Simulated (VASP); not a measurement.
Wanted: the native input for a VASP 6.6.1 run.

```
Task                    : density of states
Functional              : PBE
Potentials or basis     : VASP PAW PBE potentials, release 64 (Li_sv, Cl)
Cutoff                  : 520 eV
k mesh                  : 8 × 8 × 8
Occupations             : gaussian, width 0.02 eV
Spin                    : no spin polarisation
Dipole correction       : no
k mesh for the DOS      : 12 × 12 × 12
Occupations for the DOS : tetrahedron
Further INCAR settings  : ALGO = Normal; EDIFF = 1e-06
```

The system is LiCl.

```
Li Cl
1.0
     0.00000    2.57445    2.57445
     2.57445    0.00000    2.57445
     2.57445    2.57445    0.00000
Li Cl
1 1
Cartesian
  2.5745 2.5745 2.5745
  0.0000 0.0000 0.0000
```

The input as run:

POSCAR

```
LiCl
1.0
    0.0000000000      2.5744533106      2.5744533106
    2.5744533106      0.0000000000      2.5744533106
    2.5744533106      2.5744533106      0.0000000000
Li Cl
1 1
Direct
    0.5000000000      0.5000000000      0.5000000000
    0.0000000000      0.0000000000      0.0000000000
```

INCAR.step1

```
SYSTEM = LiCl
PREC = Accurate
ENCUT = 520
EDIFF = 1E-6
ISMEAR = 0
SIGMA = 0.02
LREAL = .False.
LASPH = .True.
NELM = 80
ALGO = Normal
ISIF = 2
LWAVE = .False.
LCHARG = .True.
GGA = PE
NBANDS = 12
```

KPOINTS.step1

```
regular mesh
0
Gamma
  8 8 8
  0 0 0
```

INCAR.step2

```
SYSTEM = LiCl
PREC = Accurate
ENCUT = 520
EDIFF = 1E-6
ISMEAR = -5
SIGMA = 0.02
LREAL = .False.
LASPH = .True.
NELM = 80
ALGO = Normal
ISIF = 2
LWAVE = .False.
LCHARG = .False.
GGA = PE
LORBIT = 10
NEDOS = 1001
ICHARG = 11
```

KPOINTS.step2

```
regular mesh
0
Gamma
  12 12 12
  0 0 0
```

Potentials or basis: VASP PAW PBE potentials, release 64 (Li_sv, Cl).

Run with:

```sh
$ cat potpaw_PBE.64/Li_sv/POTCAR potpaw_PBE.64/Cl/POTCAR > POTCAR
$ cp INCAR.step1 INCAR
$ cp KPOINTS.step1 KPOINTS
$ mpirun -np 1 vasp_std > vasp.out
$ cp INCAR.step2 INCAR
$ cp KPOINTS.step2 KPOINTS
$ mpirun -np 1 vasp_std > vasp.out
```

Results of the run:

The valence electrons inside the program's atomic spheres are Li 2.04; Cl 5.18.

Wall time 10 s on 1 thread of AMD EPYC 9R45 96-Core Processor (Zen 5), on a shared host, peak memory 0.12 GiB.
